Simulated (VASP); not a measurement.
# SiC in VASP: further runs

Runs on SiC. Level: PBE. Tasks: single point.

Program: VASP 6.6.1. These are calculated values, not measurements. Logs are shortened: lines on timing, memory, paths and dates and some standing lists are left out, and cuts for length are marked.

### 1 The cell of the first run

It takes space group F-43m (No. 216, cubic). The conventional cell has a = 4.356 Å, b = 4.356 Å, c = 4.356 Å, α = 90.00°, β = 90.00°, γ = 90.00°. Si (site symmetry -43m) has 4 C at 1.89 Å within 2.5 Å. Within 2.5 Å of C (site symmetry -43m) lie 4 Si at 1.89 Å.

### 2 Single point, PBE

File INCAR:

```
SYSTEM = SiC
  ALGO = Normal
  EDIFF = 1E-6
  ENCUT = 520
  GGA = PE
  ISIF = 2
  ISMEAR = 0
  LASPH = .TRUE.
  LCHARG = .FALSE.
  LREAL = .FALSE.
  LWAVE = .FALSE.
  NBANDS = 11
  NELM = 100
  PREC = Accurate
  SIGMA = 0.01
```

File KPOINTS:

```
k-points
0
G
  6 6 6
  0 0 0
```

File POSCAR:

```
SiC
1.0
    0.0000000000      2.1780523510      2.1780523510
    2.1780523510      0.0000000000      2.1780523510
    2.1780523510      2.1780523510      0.0000000000
Si C
1 1
Direct
    0.0000000000      0.0000000000      0.0000000000
    0.2500000000      0.2500000000      0.2500000000
```

Potentials or basis: VASP PAW PBE potentials, release 64 (Si, C).

Run with:

```sh
$ cat potpaw_PBE.64/Si/POTCAR potpaw_PBE.64/C/POTCAR > POTCAR
$ mpirun -np 1 vasp_std > vasp.out
```

OUTCAR:

```text
SYSTEM = SiC
   EDIFF = 1E-6
   ENCUT = 520
   GGA = PE
   ISIF = 2
   ISMEAR = 0
   LASPH = .TRUE.
   LREAL = .FALSE.
   NELM = 100
   PREC = Accurate

 ion  position               nearest neighbor table
   1  0.000  0.000  0.000-   2 1.89   2 1.89   2 1.89   2 1.89
   2  0.250  0.250  0.250-   1 1.89   1 1.89   1 1.89   1 1.89

  LATTYP: Found a face centered cubic cell.
 ALAT       =     4.3561047020

  Lattice vectors:

 A1 = (   0.0000000000,   2.1780523510,   2.1780523510)
 A2 = (   2.1780523510,   0.0000000000,   2.1780523510)
 A3 = (   2.1780523510,   2.1780523510,   0.0000000000)

Analysis of symmetry for initial positions (statically):
=====================================================================
 Subroutine PRICEL returns:
 Original cell was already a primitive cell.

 Routine SETGRP: Setting up the symmetry group for a
 face centered cubic supercell.

 Subroutine GETGRP returns: Found 24 space group operations
 (whereof 24 operations were pure point group operations)
 out of a pool of 48 trial point group operations.

The static configuration has the point symmetry T_d .

Analysis of symmetry for dynamics (positions and initial velocities):
=====================================================================
 Subroutine PRICEL returns:
 Original cell was already a primitive cell.

 Routine SETGRP: Setting up the symmetry group for a
 face centered cubic supercell.

 Subroutine GETGRP returns: Found 24 space group operations
 (whereof 24 operations were pure point group operations)
 out of a pool of 48 trial point group operations.

The dynamic configuration has the point symmetry T_d .

 Subroutine INISYM returns: Found 24 space group operations
 (whereof 24 operations are pure point group operations),
 and found     1 'primitive' translations

----------------------------------------------------------------------------------------

                                     Primitive cell

  volume of cell :      20.6650

  direct lattice vectors                    reciprocal lattice vectors
     0.000000000  2.178052351  2.178052351    -0.229562894  0.229562894  0.229562894
     2.178052351  0.000000000  2.178052351     0.229562894 -0.229562894  0.229562894
     2.178052351  2.178052351  0.000000000     0.229562894  0.229562894 -0.229562894

  length of vectors
     3.080231174  3.080231174  3.080231174     0.397614595  0.397614595  0.397614595

  position of ions in fractional coordinates (direct lattice)
     0.000000000  0.000000000  0.000000000
[... 76 lines left out ...]
   ISYM   =      2    0-nonsym 1-usesym 2-fastsym
   POTIM  = 0.5000    time-step for ionic-motion
   TEBEG  =    0.0;   TEEND  =   0.0 temperature during run
   PSTRESS=    0.0 pullay stress
   NELECT =       8.0000    total number of electrons
   NUPDOWN=      -1.0000    fix difference up-down
   EMIN   =  10.00;   EMAX   =-10.00  energy-range for DOS
   EFERMI =   0.00;   METHOD = LEGACY
   ISMEAR =     0;   SIGMA  =   0.01  broadening in eV -4-tet -1-fermi 0-gaus
   EFERMI_NEDOS =   21; number of points for ismear=-14 and -15
   IALGO  =     38    algorithm
   IMIX   =      4    mixing-type and parameters
     AMIX     =   0.40;   BMIX     =  1.00
     AMIX_MAG =   1.60;   BMIX_MAG =  1.00
  volume/ion in A,a.u.               =      10.33        69.73
  Fermi-wavevector in a.u.,A,eV,Ry     =   1.193145  2.254717 19.369182  1.423595
  Thomas-Fermi vector in A             =   2.329166
   LORBIT       =      0    0 simple, 1 ext, 2 COOP (PROOUT), +10 PAW based schemes
   GGA     = PE    functional components
   LHFCALC =     F    Hartree Fock is set to
   AEXX    =    0.0000 exact exchange contribution
   IVDW    =     0    specifies the selected vdW correction
   LEPSILON=     F    determine dielectric tensor
   LRPA    =     F    only Hartree local field effects (RPA)
 non-spin polarized calculation
 Gauss-broadening in eV      SIGMA  =   0.01
  energy-cutoff  :      520.00
  volume of cell :       20.66
 maximum number of plane-waves:       568
   NGX = 11   NGY = 11   NGZ = 11

 number of electron       8.0000001 magnetization

 Free energy of the ion-electron system (eV)
  ---------------------------------------------------
  ext. energy  EPLUGINS =         0.00000000
  ---------------------------------------------------
  free energy    TOTEN  =       -15.04652196 eV

  energy without entropy =      -15.04652196  energy(sigma->0) =      -15.04652196

 E-fermi :   8.1817     XC(G=0): -11.3599

 val. band max:        8.1291887688   @ k =   0.0000   0.0000   0.0000
 cond. band min:       9.4787242421   @ k =   0.5000   0.5000   0.0000
 fundamental gap:      1.3495354733
 Fermi energy:         8.1816985372

 k-point     1 :       0.0000    0.0000    0.0000
  band No.  band energies     occupation
      1      -7.2878      2.00000
      2       8.1292      2.00000
      3       8.1292      2.00000
      4       8.1292      2.00000
      5      14.3771      0.00000
      6      15.4391      0.00000
      7      15.4391      0.00000
      8      15.4391      0.00000
      9      22.6369      0.00000
     10      22.6369      0.00000
     11      24.6244      0.00000
[... 197 lines left out ...]
 k-point    16 :      -0.3333    0.5000    0.1667
  band No.  band energies     occupation
      1      -2.0922      2.00000
      2       0.8368      2.00000
      3       3.6165      2.00000
      4       3.7407      2.00000
      5      12.1188      0.00000
      6      15.2242      0.00000
      7      18.9700      0.00000
      8      20.3498      0.00000
      9      22.3250      0.00000
     10      25.8532      0.00000
     11      29.2921      0.00000

------------------------ aborting loop because EDIFF is reached ----------------------------------------

  FORCE on cell =-STRESS in cart. coord.  units (eV):
  Direction    XX          YY          ZZ          XY          YZ          ZX
  --------------------------------------------------------------------------------------
  -------------------------------------------------------------------------------------
  Total        0.4574596      0.4574596      0.4574596      0.0000000      0.0000000     -0.0000000
  in kB       35.4673245     35.4673245     35.4673245      0.0000000      0.0000000     -0.0000000
  external PRESSURE =      35.4673245 kB  Pullay stress =       0.0000000 kB

 VOLUME and BASIS-vectors are now :
 -----------------------------------------------------------------------------
  energy-cutoff  :      520.00
  volume of cell :       20.66
      direct lattice vectors                 reciprocal lattice vectors
     0.000000000  2.178052351  2.178052351    -0.229562894  0.229562894  0.229562894
     2.178052351  0.000000000  2.178052351     0.229562894 -0.229562894  0.229562894
     2.178052351  2.178052351  0.000000000     0.229562894  0.229562894 -0.229562894

 POSITION                                       TOTAL-FORCE (eV/Angst)
 -----------------------------------------------------------------------------------
      0.00000      0.00000      0.00000        -0.000000     -0.000000     -0.000000
      1.08903      1.08903      1.08903         0.000000      0.000000      0.000000
 -----------------------------------------------------------------------------------
    total drift:                                0.000000      0.000000      0.000000

  FREE ENERGIE OF THE ION-ELECTRON SYSTEM (eV)
  ---------------------------------------------------
  free  energy   TOTEN  =       -15.0465219576 eV

  energy  without entropy=      -15.0465219576  energy(sigma->0) =      -15.04652196
```

OSZICAR:

```text
N       E                     dE             d eps       ncg     rms          rms(c)
DAV:   1     0.479386953966E+01    0.47939E+01   -0.39092E+03   355   0.608E+02
DAV:   2    -0.162938600792E+02   -0.21088E+02   -0.20175E+02   421   0.113E+02
DAV:   3    -0.169105236992E+02   -0.61666E+00   -0.61583E+00   433   0.166E+01
DAV:   4    -0.169128269678E+02   -0.23033E-02   -0.23031E-02   393   0.130E+00
DAV:   5    -0.169128374215E+02   -0.10454E-04   -0.10454E-04   427   0.785E-02    0.883E+00
DAV:   6    -0.151050759726E+02    0.18078E+01   -0.64665E+00   388   0.114E+01    0.391E+00
DAV:   7    -0.150540319392E+02    0.51044E-01   -0.39271E-01   427   0.357E+00    0.179E+00
DAV:   8    -0.150462953165E+02    0.77366E-02   -0.20645E-02   391   0.956E-01    0.166E-01
DAV:   9    -0.150464064757E+02   -0.11116E-03   -0.16001E-03   423   0.229E-01    0.113E-01
DAV:  10    -0.150465195424E+02   -0.11307E-03   -0.23961E-04   400   0.939E-02    0.254E-02
DAV:  11    -0.150465215216E+02   -0.19792E-05   -0.41286E-05   415   0.332E-02    0.661E-03
DAV:  12    -0.150465219576E+02   -0.43603E-06   -0.18635E-06   334   0.825E-03
   1 F= -.15046522E+02 E0= -.15046522E+02  d E =-.830296E-16
```

It took 2 s on 1 thread of Intel Xeon 6975P-C, shared host; peak memory 0.13 GiB.

What came out:

```
Free energy            : -15.0465 eV
Pressure               : 3.5 GPa
Band gap on the k mesh : 1.35 eV, indirect (least direct gap 4.54 eV)
```

Levels at points of the mesh, in eV from the valence-band top:
| k point | band 1 | band 2 | band 3 | band 4 | band 5 | band 6 | band 7 | band 8 |
| --- | --- | --- | --- | --- | --- | --- | --- | --- |
| (0.00, 0.00, 0.00) | -15.42 | 0.00 | 0.00 | 0.00 | 6.25 | 7.31 | 7.31 | 7.31 |
| (0.50, 0.00, 0.00) | -11.84 | -8.55 | -1.05 | -1.05 | 5.44 | 7.23 | 7.23 | 10.06 |
| (0.50, 0.50, 0.00) | -10.39 | -7.80 | -3.19 | -3.19 | 1.35 | 4.32 | 14.05 | 14.05 |

A k mesh can miss the band edges.

[end of part 1 of 2]
